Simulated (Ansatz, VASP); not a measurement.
## W in VASP and in Ansatz

```
W
1.0
    -1.53884    1.57593    1.57593
     1.57593   -1.53884    1.57593
     1.57593    1.57593   -1.53884
W
1
Direct
  0.00000 0.00000 0.00000
```

Change from the starting cell: equal engineering shear yz, xz and xy +0.0233, equal normal strain along x, y and z -0.0100.

Alike in both runs: task single point; functional PBE; k mesh 20 × 20 × 20; occupations gaussian, width 0.15 eV; no spin polarisation.

|  | VASP | Ansatz |
| --- | --- | --- |
| version | VASP 6.6.1 | Ansatz 0.2.0 |
| potentials or method | VASP PAW PBE potentials, release 64 (W_sv), cutoff 520 eV | scalar-relativistic, plane waves, PAW |
| valence electrons in the cell | 14 | 14 |

Ansatz gave:

- gap on the k mesh at the Fermi level (eV): none
- pressure (GPa): 10.2
- traceless stress, the component that is largest in VASP (GPa): -3.70

Problem. Estimate VASP's values.

Solution. gap on the k mesh at the Fermi level (eV): none; pressure (GPa): 10.8; traceless stress, the component that is largest in VASP (GPa): -3.75.

A gap of «none» marks a metal or a gap that the smearing closes.

Neither program's run includes spin-orbit coupling.
